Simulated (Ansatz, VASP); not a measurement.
One calculation of SnO2, two programs

```xyz
6
Lattice="4.7291 0.0000 0.0000 0.0000 4.7291 0.0000 0.0000 0.0000 3.1847" Properties=species:S:1:pos:R:3 pbc="T T T"
Sn    0.0000    0.0000    0.0000
Sn    2.3646    2.3646    1.5924
O     1.0292    1.8679    0.0000
O     1.3354    4.2324    1.5924
O     3.7000    2.8613    0.0000
O     3.3938    0.4967    1.5924
```

Change from the starting cell: mode 4 frozen in at -0.598 Å, equal normal strain along x, y and z -0.0083.

Alike in both runs: task single point; functional PBEsol; k mesh 6 × 6 × 8; occupations gaussian, width 0.05 eV; no spin polarisation.

|  | VASP | Ansatz |
| --- | --- | --- |
| version | VASP 6.6.1 | Ansatz 0.2.0 |
| potentials or method | VASP PAW PBE potentials, release 64 (Sn_d, O), cutoff 520 eV | scalar-relativistic, plane waves, PAW |
| valence electrons in the cell | 52 | 52 |

|  | VASP | Ansatz | Ansatz less VASP |
| --- | --- | --- | --- |
| gap on the k mesh at the Fermi level (eV) | 0.52 | 0.54 | +0.016 |
| least direct gap on the mesh (eV) | 0.54 | 0.56 | +0.015 |
| pressure (GPa) | -4.3 | -5.0 | -0.64 |
| traceless stress, the component that is largest in VASP (GPa) | -2.79 | -2.95 | -0.160 |
| rms of the force components (eV/Å) | 1.072 | 1.085 | +0.0123 |

VASP's potentials were made for PBE, not for PBEsol, and Ansatz warns of the same on its side. Atom by atom the forces differ by 0.012 eV/Å (rms over components).
